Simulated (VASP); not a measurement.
# LiH8ClO4 in VASP: further runs

The runs below take LiH8ClO4 through single point, molecular dynamics, with r2SCAN+D3(BJ).

Everything below comes from runs of VASP 6.6.1. Logs are shortened: lines on timing, memory, paths and dates and some standing lists are left out, and cuts for length are marked.

## Step 1: The cell of the first run

The cell holds a disordered packing, 14 atoms: a = 5.285 Å, b = 5.285 Å, c = 5.285 Å, α = 90.00°, β = 90.00°, γ = 90.00°.

## Step 2: Single point, r2SCAN+D3(BJ)

POSCAR

```
LiH8ClO4
1.0
    5.2848030000      0.0000000000      0.0000000000
    0.0000000000      5.2848030000      0.0000000000
    0.0000000000      0.0000000000      5.2848030000
O H Li Cl
4 8 1 1
Direct
    0.6402320011      0.3836472239      0.9023609773
    0.0005865876      1.0885173960      0.4962720465
    0.6222180846     -0.0438237717      0.1553511077
    1.0566524429      0.7941450230      0.9430815113
    0.5660192064      0.4388243043      0.7445310639
    0.8185924811      0.4125035503      0.8786893286
    0.0808734025      1.2605200232      0.5144373404
    0.1177905780      1.0002075763      0.4035344364
    0.6198149676      0.1244890301      0.0973735445
    0.6731944407     -0.0382606504      0.3300785289
    1.0615154434      0.8010894635      0.7630748015
    0.9058237365      0.8802409475      1.0089874684
    0.3844419555      0.6839043953      0.0350060352
    0.2984217198      0.5612697389      0.4785608849
```

INCAR.step1

```
PREC = Accurate
ENCUT = 520
ISMEAR = -1
SIGMA = 0.02
LREAL = F
LASPH = T
NELM = 100
NBANDS = 34
GGA = PE
ALGO = Normal
EDIFF = 1E-4
LWAVE = T
LCHARG = F
```

INCAR.step2

```
PREC = Accurate
ENCUT = 520
EDIFF = 1E-7
ISMEAR = -1
SIGMA = 0.02
LREAL = F
LASPH = T
NELM = 100
ALGO = Normal
ISIF = 2
LWAVE = F
LCHARG = F
METAGGA = R2SCAN
LMIXTAU = T
IVDW = 12
VDW_S6 = 1.0
VDW_S8 = 0.78981345
VDW_A1 = 0.49484001
VDW_A2 = 5.73083694
NBANDS = 34
ISTART = 1
```

KPOINTS

```
regular mesh
0
Gamma
  1 1 1
```

Potentials or basis: VASP PAW PBE potentials, release 64 (O, H, Li_sv, Cl).

Command:

```sh
cat potpaw_PBE.64/O/POTCAR potpaw_PBE.64/H/POTCAR potpaw_PBE.64/Li_sv/POTCAR potpaw_PBE.64/Cl/POTCAR > POTCAR
cp INCAR.step1 INCAR
mpirun -np 1 vasp_gam > vasp.out
cp INCAR.step2 INCAR
mpirun -np 1 vasp_gam > vasp.out
```

OUTCAR:

```text
PREC = Accurate
   ENCUT = 520
   EDIFF = 1E-7
   ISMEAR = -1
   LREAL = F
   LASPH = T
   NELM = 100
   ISIF = 2
   METAGGA = R2SCAN
   IVDW = 12
   ISTART = 1
 IVDW          = 12

 ion  position               nearest neighbor table
   1  0.640  0.384  0.902-   6 0.96   5 0.97  13 2.20
   2  0.001  0.089  0.496-   8 0.92   7 1.01
   3  0.622  0.956  0.155-   9 0.94  10 0.96  13 2.01
   4  0.057  0.794  0.943-  11 0.95  12 0.98  13 1.89
   5  0.566  0.439  0.745-   1 0.97
   6  0.819  0.413  0.879-   1 0.96
   7  0.081  0.261  0.514-   2 1.01
   8  0.118  0.000  0.404-   2 0.92
   9  0.620  0.124  0.097-   3 0.94
  10  0.673  0.962  0.330-   3 0.96
  11  0.062  0.801  0.763-   4 0.95
  12  0.906  0.880  0.009-   4 0.98
  13  0.384  0.684  0.035-   4 1.89   3 2.01   1 2.20  14 2.47
  14  0.298  0.561  0.479-  13 2.47

  LATTYP: Found a simple cubic cell.
 ALAT       =     5.2848030000

  Lattice vectors:

 A1 = (   5.2848030000,   0.0000000000,   0.0000000000)
 A2 = (   0.0000000000,   5.2848030000,   0.0000000000)
 A3 = (   0.0000000000,   0.0000000000,   5.2848030000)

Analysis of symmetry for initial positions (statically):
=====================================================================
 Subroutine PRICEL returns:
 Original cell was already a primitive cell.

 Routine SETGRP: Setting up the symmetry group for a
 simple cubic supercell.

 Subroutine GETGRP returns: Found  1 space group operations
 (whereof  1 operations were pure point group operations)
 out of a pool of 48 trial point group operations.

The static configuration has the point symmetry C_1 .

Analysis of symmetry for dynamics (positions and initial velocities):
=====================================================================
 Subroutine PRICEL returns:
 Original cell was already a primitive cell.

 Routine SETGRP: Setting up the symmetry group for a
 simple cubic supercell.

 Subroutine GETGRP returns: Found  1 space group operations
 (whereof  1 operations were pure point group operations)
 out of a pool of 48 trial point group operations.

The dynamic configuration has the point symmetry C_1 .

 Subroutine INISYM returns: Found  1 space group operations
 (whereof  1 operations are pure point group operations),
 and found     1 'primitive' translations
[... 105 lines left out ...]
   PSTRESS=    0.0 pullay stress
   NELECT =      42.0000    total number of electrons
   NUPDOWN=      -1.0000    fix difference up-down
   EMIN   =  10.00;   EMAX   =-10.00  energy-range for DOS
   EFERMI =   0.00;   METHOD = LEGACY
   ISMEAR =    -1;   SIGMA  =   0.02  broadening in eV -4-tet -1-fermi 0-gaus
   EFERMI_NEDOS =   21; number of points for ismear=-14 and -15
   IALGO  =     38    algorithm
   IMIX   =      4    mixing-type and parameters
     AMIX     =   0.40;   BMIX     =  1.00
     AMIX_MAG =   1.60;   BMIX_MAG =  1.00
  volume/ion in A,a.u.               =      10.54        71.15
  Fermi-wavevector in a.u.,A,eV,Ry     =   1.076785  2.034829 15.775501  1.159467
  Thomas-Fermi vector in A             =   2.212679
   LORBIT       =      0    0 simple, 1 ext, 2 COOP (PROOUT), +10 PAW based schemes
   METAGGA = R2SCAN    functional components
   LHFCALC =     F    Hartree Fock is set to
   AEXX    =    0.0000 exact exchange contribution
   IVDW    =    12    specifies the selected vdW correction
   LEPSILON=     F    determine dielectric tensor
   LRPA    =     F    only Hartree local field effects (RPA)
 non-spin polarized calculation
  energy-cutoff  :      520.00
  volume of cell :      147.60
 maximum number of plane-waves:      1956
 NGX is ok and might be reduce to    40
   NGX = 19   NGY = 19   NGZ = 19

 number of electron      42.0000003 magnetization

 Free energy of the ion-electron system (eV)
  ---------------------------------------------------
  ext. energy  EPLUGINS =         0.00000000
  ---------------------------------------------------
  free energy    TOTEN  =       -75.32999444 eV

  energy without entropy =      -75.32999444  energy(sigma->0) =      -75.32999444

 E-fermi :  -2.2843     XC(G=0):  -7.6887

 val. band max:       -2.8277561090   @ k =   0.0000   0.0000   0.0000
 cond. band min:       2.6417710984   @ k =   0.0000   0.0000   0.0000
 fundamental gap:      5.4695272074
 Fermi energy:        -2.2842630737

 k-point     1 :       0.0000    0.0000    0.0000
  band No.  band energies     occupation
      1     -46.9048      2.00000
      2     -23.5396      2.00000
      3     -23.0753      2.00000
      4     -22.5220      2.00000
      5     -22.2829      2.00000
      6     -15.5564      2.00000
[... 25 lines left out ...]
     32      10.2395      0.00000
     33      10.3170      0.00000
 [bands above 33 left out]

------------------------ aborting loop because EDIFF is reached ----------------------------------------

 Edisp (eV)   -0.37877

 E8    (eV) :    -0.0712

  FORCE on cell =-STRESS in cart. coord.  units (eV):
  Direction    XX          YY          ZZ          XY          YZ          ZX
  --------------------------------------------------------------------------------------
  -------------------------------------------------------------------------------------
  Total       2.16517     2.30898     2.78136    -1.01375    -0.71592    -0.39693
  in kB      23.50263    25.06368    30.19125   -11.00414    -7.77124    -4.30863
  external pressure =       26.25 kB  Pullay stress =        0.00 kB

 VOLUME and BASIS-vectors are now :
 -----------------------------------------------------------------------------
  energy-cutoff  :      520.00
  volume of cell :      147.60
      direct lattice vectors                 reciprocal lattice vectors
     5.284803000  0.000000000  0.000000000     0.189221812  0.000000000  0.000000000
     0.000000000  5.284803000  0.000000000     0.000000000  0.189221812  0.000000000
     0.000000000  0.000000000  5.284803000     0.000000000  0.000000000  0.189221812

 POSITION                                       TOTAL-FORCE (eV/Angst)
 -----------------------------------------------------------------------------------
      3.38350      2.02750      4.76880         0.058077      0.310064      0.430709
      0.00310      0.46780      2.62270        -1.855281      2.402093      1.728198
      3.28830      5.05320      0.82100        -0.381344     -1.975936      0.293067
      0.29940      4.19690      4.98400         0.354285     -0.585950      1.003704
      2.99130      2.31910      3.93470        -0.547168     -0.188978     -0.874843
      4.32610      2.18000      4.64370         0.311013      0.251509      0.245583
      0.42740      1.37680      2.71870        -0.488556     -0.896075     -0.193100
      0.62250      0.00110      2.13260         2.053900     -1.741476     -1.661636
      3.27560      0.65790      0.51460        -0.231276      1.836420     -0.746048
      3.55770      5.08260      1.74440         0.312254      0.111241      0.327568
      0.32510      4.23360      4.03270        -0.236003      0.493407     -0.889308
      4.78710      4.65190      0.04750         0.011266     -0.239121     -0.101145
      2.03170      3.61430      0.18500         0.148479     -0.048398      0.468441
      1.57710      2.96620      2.52910         0.490351      0.271200     -0.031190
 -----------------------------------------------------------------------------------
    total drift:                                0.017483      0.013367     -0.031690

  FREE ENERGIE OF THE ION-ELECTRON SYSTEM (eV)
  ---------------------------------------------------
  free  energy   TOTEN  =       -75.7087634708 eV

  energy  without entropy=      -75.7087634708  energy(sigma->0) =      -75.70876347
```

OUTCAR.step1:

```text
PREC = Accurate
   ENCUT = 520
   ISMEAR = -1
   LREAL = F
   LASPH = T
[... 278 lines left out ...]
      0.32510      4.23360      4.03270        -0.199700      0.499640     -1.318365
      4.78710      4.65190      0.04750        -0.318201     -0.055721      0.055602
      2.03170      3.61430      0.18500         0.113433     -0.061499      0.496360
      1.57710      2.96620      2.52910         0.489304      0.252890     -0.008128
 -----------------------------------------------------------------------------------
    total drift:                               -0.001022      0.000044     -0.001481

  FREE ENERGIE OF THE ION-ELECTRON SYSTEM (eV)
  ---------------------------------------------------
  free  energy   TOTEN  =       -65.3787511719 eV

  energy  without entropy=      -65.3787511719  energy(sigma->0) =      -65.37875117
```

OSZICAR.step1:

```text
N       E                     dE             d eps       ncg     rms          rms(c)
DAV:   1     0.372281134611E+03    0.37228E+03   -0.23769E+04    68   0.121E+03
DAV:   2    -0.378746634844E+02   -0.41016E+03   -0.39896E+03    86   0.307E+02
DAV:   3    -0.697178324026E+02   -0.31843E+02   -0.31653E+02    80   0.899E+01
DAV:   4    -0.722140106119E+02   -0.24962E+01   -0.24842E+01   136   0.148E+01
DAV:   5    -0.722600117790E+02   -0.46001E-01   -0.45997E-01    80   0.186E+00    0.158E+01
DAV:   6    -0.655574606899E+02    0.67026E+01   -0.19074E+01    88   0.228E+01    0.599E+00
DAV:   7    -0.654285245524E+02    0.12894E+00   -0.11056E+00    80   0.486E+00    0.389E+00
DAV:   8    -0.653840421471E+02    0.44482E-01   -0.29691E-01    86   0.331E+00    0.736E-01
DAV:   9    -0.653764431821E+02    0.75990E-02   -0.43369E-02    96   0.124E+00    0.277E-01
DAV:  10    -0.653790163892E+02   -0.25732E-02   -0.76937E-03    76   0.462E-01    0.133E-01
DAV:  11    -0.653788997329E+02    0.11666E-03   -0.50763E-04    88   0.169E-01    0.816E-02
DAV:  12    -0.653787548639E+02    0.14487E-03   -0.39123E-04    70   0.125E-01    0.160E-02
DAV:  13    -0.653787511719E+02    0.36920E-05   -0.48326E-05    80   0.378E-02
   1 F= -.65378751E+02 E0= -.65378751E+02  d E =-.186778E-11
```

Wall time 88 s (1 thread of Intel Xeon Platinum 8488C (Sapphire Rapids), shared host); peak memory 0.26 GiB.

Results:

```
Free energy                : -75.7088 eV
Largest force              : 3.493 eV/Å
Dispersion energy per atom : -0.027 eV
```

Forces in eV/Å, atoms in the order of the input:
```
O    0.058  0.310  0.431
O   -1.855  2.402  1.728
O   -0.381 -1.976  0.293
O    0.354 -0.586  1.004
H   -0.547 -0.189 -0.875
H    0.311  0.252  0.246
H   -0.489 -0.896 -0.193
H    2.054 -1.741 -1.662
H   -0.231  1.836 -0.746
H    0.312  0.111  0.328
H   -0.236  0.493 -0.889
H    0.011 -0.239 -0.101
Li   0.148 -0.048  0.468
Cl   0.490  0.271 -0.031
```

Caveat: the k points lie up to 1.19 Å⁻¹ apart; the cutoff is under 1.25 times the usual one of these potentials, so pressure, stress and relaxed cells hold a basis-set (Pulay) error; the atoms stand as in a frame of molecular dynamics; the PAW data sets were made with another functional, which shifts forces and pressure a little.

(Part 1 of 2 ends here.)
